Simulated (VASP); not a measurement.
A run of VASP 6.6.1:

The input INCAR:

```
SYSTEM = AgBr
PREC = Accurate
ENCUT = 500
EDIFF = 1E-6
ISMEAR = 0
SIGMA = 0.01
LREAL = .False.
LASPH = .True.
NELM = 120
ALGO = Normal
ISIF = 2
LWAVE = .False.
LCHARG = .False.
GGA = PE
NBANDS = 16
GGA_COMPAT = .False.
```

Contents of KPOINTS:

```
Automatic mesh
0
Gamma
  6 6 6
  0 0 0
```

POSCAR

```
AgBr
1.0
    0.0000000000      2.8701500000      2.8701500000
    2.8701500000      0.0000000000      2.8701500000
    2.8701500000      2.8701500000      0.0000000000
Ag Br
1 1
Direct
    0.0000000000      0.0000000000      0.0000000000
    0.5000000000      0.5000000000      0.5000000000
```

Potentials or basis: VASP PAW PBE potentials, release 64 (Ag, Br).

Run with:

```bash
$ cat potpaw_PBE.64/Ag/POTCAR potpaw_PBE.64/Br/POTCAR > POTCAR
$ mpirun -np 1 vasp_std > vasp.out
```

Hardware: 1 thread of Intel Xeon 8259CL (shared host).

Task: Estimate the wall time of this run.

Result: Wall time 20 s on 1 thread of Intel Xeon 8259CL, on a shared host, peak memory 0.17 GiB. Counts: scf iterations 12, k points 16.
